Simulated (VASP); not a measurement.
# TePb (Imm2) in VASP: notebook

Runs on TePb. Level: PBE. Tasks: single point.

Everything below comes from runs of VASP 6.6.1. Logs are shortened: lines on timing, memory, paths and dates and some standing lists are left out, and cuts for length are marked.

**1. The cell of the first run**

The structure is orthorhombic, space group Imm2 (No. 44). The conventional cell has a = 4.564 Å, b = 6.454 Å, c = 4.564 Å, α = 90.00°, β = 90.00°, γ = 90.00°. Te (site symmetry mm2) has 6 Pb at 3.17 to 3.29 Å within 4.2 Å. Within 4.2 Å of Pb (site symmetry mm2) lie 6 Te at 3.17 to 3.29 Å.

**2. Single point, PBE**

The input, INCAR:

```
ALGO = Normal
EDIFF = 1E-7
ENCUT = 520
GGA = PE
ISIF = 2
ISMEAR = 0
LASPH = True
LCHARG = False
LREAL = False
LWAVE = False
NBANDS = 17
NELM = 80
PREC = Accurate
SIGMA = 0.05
```

The input, KPOINTS:

```
k-points
0
Gamma
  8 8 8
```

The input, POSCAR:

```
TePb
1.0
    0.0000000000      3.2270000000      3.2270000000
    3.2270000000      0.0000000000      3.2270000000
    3.2270000000      3.2270000000      0.0000000000
Te Pb
1 1
Direct
    0.4808268226      0.5000000000      0.5000000000
    0.0000000000      0.0000000000      0.0000000000
```

Potentials or basis: VASP PAW PBE potentials, release 64 (Te, Pb_d).

Launch:

```sh
$ cat potpaw_PBE.64/Te/POTCAR potpaw_PBE.64/Pb_d/POTCAR > POTCAR
$ mpirun -np 1 vasp_std > vasp.out
```

OUTCAR:

```text
EDIFF = 1E-7
   ENCUT = 520
   GGA = PE
   ISIF = 2
   ISMEAR = 0
   LASPH = True
   LREAL = False
   NELM = 80
   PREC = Accurate

 ion  position               nearest neighbor table
   1  0.481  0.500  0.500-   2 3.17   2 3.17   2 3.23   2 3.23   2 3.29   2 3.29
   2  0.000  0.000  0.000-   1 3.17   1 3.17   1 3.23   1 3.23   1 3.29   1 3.29

  LATTYP: Found a face centered cubic cell.
 ALAT       =     6.4540000000

  Lattice vectors:

 A1 = (   0.0000000000,   3.2270000000,   3.2270000000)
 A2 = (   3.2270000000,   0.0000000000,   3.2270000000)
 A3 = (   3.2270000000,   3.2270000000,   0.0000000000)

Analysis of symmetry for initial positions (statically):
=====================================================================
 Subroutine PRICEL returns:
 Original cell was already a primitive cell.

 Routine SETGRP: Setting up the symmetry group for a
 face centered cubic supercell.

 Subroutine GETGRP returns: Found  4 space group operations
 (whereof  4 operations were pure point group operations)
 out of a pool of 48 trial point group operations.

The static configuration has the point symmetry C_2v.

Analysis of symmetry for dynamics (positions and initial velocities):
=====================================================================
 Subroutine PRICEL returns:
 Original cell was already a primitive cell.

 Routine SETGRP: Setting up the symmetry group for a
 face centered cubic supercell.

 Subroutine GETGRP returns: Found  4 space group operations
 (whereof  4 operations were pure point group operations)
 out of a pool of 48 trial point group operations.

The dynamic configuration has the point symmetry C_2v.

 Subroutine INISYM returns: Found  4 space group operations
 (whereof  4 operations are pure point group operations),
 and found     1 'primitive' translations

----------------------------------------------------------------------------------------

                                     Primitive cell

  volume of cell :      67.2089

  direct lattice vectors                    reciprocal lattice vectors
     0.000000000  3.227000000  3.227000000    -0.154942671  0.154942671  0.154942671
     3.227000000  0.000000000  3.227000000     0.154942671 -0.154942671  0.154942671
     3.227000000  3.227000000  0.000000000     0.154942671  0.154942671 -0.154942671

  length of vectors
     4.563667166  4.563667166  4.563667166     0.268368579  0.268368579  0.268368579

[... 74 lines left out ...]
   ISPIN  =      1    spin polarized calculation?
   LNONCOLLINEAR =      F non collinear calculations
   LSORBIT =      F    spin-orbit coupling
   LASPH  =      T    aspherical Exc in radial PAW
   ENCUT  =  520.0 eV  38.22 Ry    6.18 a.u.   8.49  8.49  8.49*2*pi/ulx,y,z
   NELM   =     80;   NELMIN=  2; NELMDL= -5     # of ELM steps
   EDIFF  = 0.1E-06   stopping-criterion for ELM
   LREAL  =      F    real-space projection
   EDIFFG = 0.1E-05   stopping-criterion for IOM
   NSW    =      0    number of steps for IOM
   IBRION =     -1    ionic relax: 0-MD 1-quasi-New 2-CG
   NFREE  =      0    steps in history (QN), initial steepest desc. (CG)
   ISIF   =      2    stress and relaxation
   ISYM   =      2    0-nonsym 1-usesym 2-fastsym
   POTIM  = 0.5000    time-step for ionic-motion
   TEBEG  =    0.0;   TEEND  =   0.0 temperature during run
   PSTRESS=    0.0 pullay stress
   NELECT =      20.0000    total number of electrons
   NUPDOWN=      -1.0000    fix difference up-down
   EMIN   =  10.00;   EMAX   =-10.00  energy-range for DOS
   EFERMI =   0.00;   METHOD = LEGACY
   ISMEAR =     0;   SIGMA  =   0.05  broadening in eV -4-tet -1-fermi 0-gaus
   EFERMI_NEDOS =   21; number of points for ismear=-14 and -15
   IALGO  =     38    algorithm
   IMIX   =      4    mixing-type and parameters
     AMIX     =   0.40;   BMIX     =  1.00
     AMIX_MAG =   1.60;   BMIX_MAG =  1.00
  volume/ion in A,a.u.               =      33.60       226.77
  Fermi-wavevector in a.u.,A,eV,Ry     =   1.092972  2.065418 16.253366  1.194589
  Thomas-Fermi vector in A             =   2.229249
   LORBIT       =      0    0 simple, 1 ext, 2 COOP (PROOUT), +10 PAW based schemes
   GGA     = PE    functional components
   LHFCALC =     F    Hartree Fock is set to
   AEXX    =    0.0000 exact exchange contribution
   IVDW    =     0    specifies the selected vdW correction
   LEPSILON=     F    determine dielectric tensor
   LRPA    =     F    only Hartree local field effects (RPA)
 non-spin polarized calculation
 Gauss-broadening in eV      SIGMA  =   0.05
  energy-cutoff  :      520.00
  volume of cell :       67.21
 maximum number of plane-waves:      1837
 NGX is ok and might be reduce to    36
   NGX = 17   NGY = 17   NGZ = 17

 number of electron      20.0000002 magnetization

 Free energy of the ion-electron system (eV)
  ---------------------------------------------------
  ext. energy  EPLUGINS =         0.00000000
  ---------------------------------------------------
  free energy    TOTEN  =        -7.49507644 eV

  energy without entropy =       -7.49507644  energy(sigma->0) =       -7.49507644

 E-fermi :   5.9004     XC(G=0):  -9.3153

 val. band max:        5.6742457878   @ k =   0.0000   0.5000   0.0000
 cond. band min:       6.4139324613   @ k =   0.0000   0.5000   0.0000
 fundamental gap:      0.7396866735
 Fermi energy:         5.9004135076

 k-point     1 :       0.0000    0.0000    0.0000
  band No.  band energies     occupation
      1     -11.0497      2.00000
      2     -11.0495      2.00000
      3     -11.0400      2.00000
      4     -11.0395      2.00000
      5     -11.0391      2.00000
      6      -6.3842      2.00000
[... 457 lines left out ...]
      4     -11.0240      2.00000
      5     -11.0236      2.00000
      6      -5.0468      2.00000
[... 9 lines left out ...]
     16      14.6001      0.00000
     17      15.8584      0.00000

 [... further k-points ...]
[... 5 lines left out ...]
  --------------------------------------------------------------------------------------
  -------------------------------------------------------------------------------------
  Total        0.9501088      1.0132696      1.0132696      0.0000000      0.0116685      0.0000000
  in kB       22.6494165     24.1550917     24.1550917      0.0000000      0.2781632      0.0000000
  external PRESSURE =      23.6531999 kB  Pullay stress =       0.0000000 kB

 VOLUME and BASIS-vectors are now :
 -----------------------------------------------------------------------------
  energy-cutoff  :      520.00
  volume of cell :       67.21
      direct lattice vectors                 reciprocal lattice vectors
     0.000000000  3.227000000  3.227000000    -0.154942671  0.154942671  0.154942671
     3.227000000  0.000000000  3.227000000     0.154942671 -0.154942671  0.154942671
     3.227000000  3.227000000  0.000000000     0.154942671  0.154942671 -0.154942671

 POSITION                                       TOTAL-FORCE (eV/Angst)
 -----------------------------------------------------------------------------------
      3.22700      3.16513      3.16513        -0.000000      0.046681      0.046681
      0.00000      0.00000      0.00000         0.000000     -0.046681     -0.046681
 -----------------------------------------------------------------------------------
    total drift:                               -0.000000      0.000052      0.000052

  FREE ENERGIE OF THE ION-ELECTRON SYSTEM (eV)
  ---------------------------------------------------
  free  energy   TOTEN  =        -7.4950764410 eV

  energy  without entropy=       -7.4950764410  energy(sigma->0) =       -7.49507644
```

stdout:

```text
POSCAR found type information on POSCAR TePb
 POSCAR found :  2 types and       2 ions
 scaLAPACK will be used
 LDA part: xc-table for (Slater+PW92), standard interpolation
 POSCAR, INCAR and KPOINTS ok, starting setup
 FFT: planning ... GRIDC
 FFT: planning ... GRID_SOFT
 FFT: planning ... GRID
 WAVECAR not read
 entering main loop
```

Run time: 56 s. Hardware: 1 thread of Intel Xeon Platinum 8559C (Emerald Rapids), shared host; peak memory 0.27 GiB.

What came out:

```
Free energy            : -7.4951 eV
Pressure               : 2.4 GPa
Largest force          : 0.066 eV/Å
Band gap on the k mesh : 0.74 eV, direct
```

Forces in eV/Å, atoms in the order of the input:
```
Te   0.000  0.047  0.047
Pb   0.000 -0.047 -0.047
```

Caveat: the cell differs from its parent crystal (all Te atoms moved +0.087 Å, as atom 1 towards its neighbour atom 1 (Te) at 4.564 Å); spin-orbit coupling is left out, which moves the levels of the heavy elements. A k mesh can miss the band edges.

**3. Single point, PBE**

The input, INCAR:

```
PREC     = Accurate       # precision mode
ENCUT    = 520            # plane-wave cutoff, eV
EDIFF    = 1E-6           # SCF threshold, eV
ISMEAR   = 0              # smearing method
SIGMA    = 0.05           # smearing width, eV
LREAL    = False          # projectors in reciprocal space
LASPH    = True           # aspherical terms in the spheres
NELM     = 60             # most SCF steps
ALGO     = Normal         # electronic algorithm
ISIF     = 2              # what is computed and relaxed
LWAVE    = False          # write WAVECAR
LCHARG   = True           # write CHGCAR
GGA      = PE             # functional
LELF     = True           # ELF
LVHAR    = True         
NBANDS   = 17             # bands
```

The input, KPOINTS:

```
regular mesh
0
Gamma
  8 8 8
```

Edit POSCAR of step 2 so:

```diff
@@ -8,3 +8,3 @@
 Direct
-    0.4808268226      0.5000000000      0.5000000000
+    0.4863048733      0.5000000000      0.5000000000
     0.0000000000      0.0000000000      0.0000000000
```

Potentials or basis: VASP PAW PBE potentials, release 64 (Te, Pb_d).

Launch:

```sh
$ cat potpaw_PBE.64/Te/POTCAR potpaw_PBE.64/Pb_d/POTCAR > POTCAR
$ mpirun -np 1 vasp_std > vasp.out
```

Wall time 46 s (1 thread of Intel Xeon Platinum 8559C (Emerald Rapids), shared host); peak memory 0.27 GiB.

The run converged. Its results:

| Item | Value |
| --- | --- |
| Free energy | -7.4964 eV |
| Pressure | 2.3 GPa |
| Largest force | 0.044 eV/Å |
| Band gap on the k mesh | 0.73 eV, direct |

Forces on the atoms (eV/Å):
```
Te   0.000  0.031  0.031
Pb   0.000 -0.031 -0.031
```

Stress tensor (GPa, compression positive):
```
2.25 0.00 0.00
0.00 2.33 0.01
0.00 0.01 2.33
```

Levels at points of the mesh, in eV from the valence-band top:
| k point | band 7 | band 8 | band 9 | band 10 | band 11 | band 12 | band 13 | band 14 |
| --- | --- | --- | --- | --- | --- | --- | --- | --- |
| (0.00, 0.00, 0.00) | -5.58 | -1.37 | -1.36 | -1.36 | 4.06 | 4.06 | 4.09 | 5.79 |
| (0.50, 0.00, 0.00) | -8.60 | -0.92 | -0.90 | -0.02 | 0.75 | 1.26 | 1.28 | 8.37 |
| (0.00, 0.50, 0.00) | -8.61 | -0.92 | -0.91 | 0.00 | 0.73 | 1.28 | 1.28 | 8.39 |
| (0.50, 0.50, 0.00) | -7.31 | -4.52 | -2.82 | -2.82 | 3.26 | 5.49 | 5.50 | 6.73 |
| (0.00, 0.50, 0.50) | -7.30 | -4.53 | -2.83 | -2.82 | 3.25 | 5.49 | 5.51 | 6.73 |

Caveat: the cell differs from its parent crystal (all Te atoms moved +0.062 Å, as atom 1 towards its neighbour atom 1 (Te) at 4.564 Å); spin-orbit coupling is left out, which moves the levels of the heavy elements.

**4. Single point, PBE**

Edit INCAR of step 3 so:

```diff
@@ -7,3 +7,3 @@
 LASPH    = True           # aspherical terms in the spheres
-NELM     = 60             # most SCF steps
+NELM     = 100            # most SCF steps
 ALGO     = Normal         # electronic algorithm
```

KPOINTS is that of step 3.

Edit POSCAR of step 3 so:

```diff
@@ -8,3 +8,3 @@
 Direct
-    0.4863048733      0.5000000000      0.5000000000
+    0.4917829240      0.5000000000      0.5000000000
     0.0000000000      0.0000000000      0.0000000000
```

Launch:

```sh
$ cat potpaw_PBE.64/Te/POTCAR potpaw_PBE.64/Pb_d/POTCAR > POTCAR
$ mpirun -np 1 vasp_std > vasp.out
```

Wall time 46 s (1 thread of Intel Xeon Platinum 8559C (Emerald Rapids), shared host); peak memory 0.27 GiB.

Results (log left out):

* Free energy: -7.4973 eV
* Pressure: 2.3 GPa
* Largest force: 0.025 eV/Å
* Band gap on the k mesh: 0.73 eV, direct

Forces in eV/Å, atoms in the order of the input:
```
Te   0.000  0.018  0.018
Pb   0.000 -0.018 -0.018
```

Levels at points of the mesh, in eV from the valence-band top:
```csv
k point,band 7,band 8,band 9,band 10,band 11,band 12,band 13,band 14
"(0.00, 0.00, 0.00)",-5.59,-1.37,-1.36,-1.36,4.07,4.07,4.08,5.79
"(0.50, 0.00, 0.00)",-8.60,-0.91,-0.90,-0.01,0.73,1.26,1.27,8.39
"(0.00, 0.50, 0.00)",-8.61,-0.91,-0.91,0.00,0.73,1.27,1.27,8.39
"(0.50, 0.50, 0.00)",-7.30,-4.53,-2.82,-2.82,3.27,5.49,5.49,6.73
"(0.00, 0.50, 0.50)",-7.30,-4.53,-2.83,-2.82,3.26,5.49,5.50,6.73
```

Caveat: the cell differs from its parent crystal (all Te atoms moved +0.037 Å, as atom 1 towards its neighbour atom 1 (Te) at 4.564 Å); spin-orbit coupling is left out, which moves the levels of the heavy elements. A k mesh can miss the band edges.

**5. Single point, PBE**

The input, INCAR:

```
PREC = Accurate ; ENCUT = 520
EDIFF = 1E-6 ; ISMEAR = 0
SIGMA = 0.05 ; LREAL = F
LASPH = T ; NELM = 60
ALGO = Normal ; ISIF = 2
LWAVE = F ; LCHARG = T
GGA = PE ; LELF = T
LVHAR = T ; NBANDS = 17
```

KPOINTS is that of step 4.

Edit POSCAR of step 4 so:

```diff
@@ -8,3 +8,3 @@
 Direct
-    0.4917829240      0.5000000000      0.5000000000
+    0.4972609747      0.5000000000      0.5000000000
     0.0000000000      0.0000000000      0.0000000000
```

Launch:

```sh
$ cat potpaw_PBE.64/Te/POTCAR potpaw_PBE.64/Pb_d/POTCAR > POTCAR
$ mpirun -np 1 vasp_std > vasp.out
```

It took 47 s on 1 thread of Intel Xeon Platinum 8559C (Emerald Rapids), shared host; peak memory 0.27 GiB.

Results (log left out):

```yaml
Free_energy: -7.4977 eV
Pressure: 2.3 GPa
Largest_force: 0.008 eV/Å
Band_gap_on_the_k_mesh: 0.73 eV, direct
```

Forces on the atoms (eV/Å):
```
Te   0.000  0.006  0.006
Pb   0.000 -0.006 -0.006
```

Levels at points of the mesh, in eV from the valence-band top:
```tsv
k point	band 8	band 9	band 10	band 11	band 12	band 13
(0.00, 0.00, 0.00)	-1.36	-1.36	-1.36	4.08	4.08	4.08
(0.50, 0.00, 0.00)	-0.90	-0.90	0.00	0.73	1.26	1.26
(0.00, 0.50, 0.00)	-0.90	-0.90	0.00	0.73	1.26	1.26
(0.50, 0.50, 0.00)	-4.53	-2.82	-2.82	3.27	5.49	5.49
(0.00, 0.50, 0.50)	-4.53	-2.82	-2.82	3.27	5.49	5.49
```

Caveat: the cell differs from its parent crystal (all Te atoms moved +0.013 Å, as atom 1 towards its neighbour atom 1 (Te) at 4.564 Å); spin-orbit coupling is left out, which moves the levels of the heavy elements. A k mesh can miss the band edges.
